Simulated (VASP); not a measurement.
Crystal: TePb2S.

```
Te Pb S
1.0
     2.22198    1.28286    7.25989
    -2.22198    1.28286    7.25989
     0.00000   -2.56572    7.25989
Te Pb S
1 2 1
Direct
  0.50000 0.50000 0.50000
  0.74171 0.74171 0.74171
  0.25829 0.25829 0.25829
  0.00000 0.00000 0.00000
```

Base run:

```yaml
Program: VASP 6.6.1
Functional: LDA
Potentials_or_basis: VASP PAW LDA potentials, release 64 (Te, Pb_d, S)
Cutoff: 520 eV
k_mesh: 6 × 6 × 6
Occupations: gaussian, width 0.01 eV
Spin: no spin polarisation
```

Its results: band gap on the k mesh 0.52 eV, indirect (least direct gap 0.55 eV); pressure -4.0 GPa; largest force 0.040 eV/Å.

Problem. The run is repeated on the same cell with these changes: k mesh from 6 × 6 × 6 to 5 × 5 × 5. What comes out?

Solution. Band gap on the k mesh 0.63 eV, direct; pressure -4.0 GPa; largest force 0.028 eV/Å.

Caveats: spin-orbit coupling is left out, which moves the levels of the heavy elements.

A k mesh can miss the band edges.
